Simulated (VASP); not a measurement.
TiAl3, 4 atoms in the cell. The structure is tetragonal, space group P4/mmm (No. 123). The conventional cell has a = 3.956 Å, b = 3.956 Å, c = 3.797 Å, α = 90.00°, β = 90.00°, γ = 90.00°. Ti (site symmetry 4/mmm) has 12 Al at 2.74 to 2.80 Å within 3.6 Å. Within 3.6 Å of Al (site symmetry mmm) lie 4 Ti at 2.74 Å and 8 Al at 2.74 to 2.80 Å. Within 3.6 Å of Al (site symmetry 4/mmm) lie 8 Al at 2.74 Å and 4 Ti at 2.80 Å. 

- Program: VASP 6.6.1
- Task: single point
- Functional: PBEsol
- Potentials or basis: VASP PAW PBE potentials, release 64 (Ti_sv, Al)
- Cutoff: 520 eV
- k mesh: 6 × 6 × 6
- Occupations: fermi-dirac, width 0.05 eV
- Spin: no spin polarisation
- Dipole correction: no
- Further INCAR settings: ALGO = Normal; EDIFF = 1e-06; NBANDS = 18

Potentials or basis: VASP PAW PBE potentials, release 64 (Ti_sv, Al).

The run is started by

```console
$ cat potpaw_PBE.64/Ti_sv/POTCAR potpaw_PBE.64/Al/POTCAR > POTCAR
$ mpirun -np 1 vasp_std > vasp.out
```

Hardware: 1 thread of Intel Xeon 8259CL, on a shared host.

Task: How long does it take, and how much memory?

Result: Run time: 62 s on 1 thread of Intel Xeon 8259CL, with other jobs on the host, peak memory 0.18 GiB. Counts: scf iterations 13, k points 40.
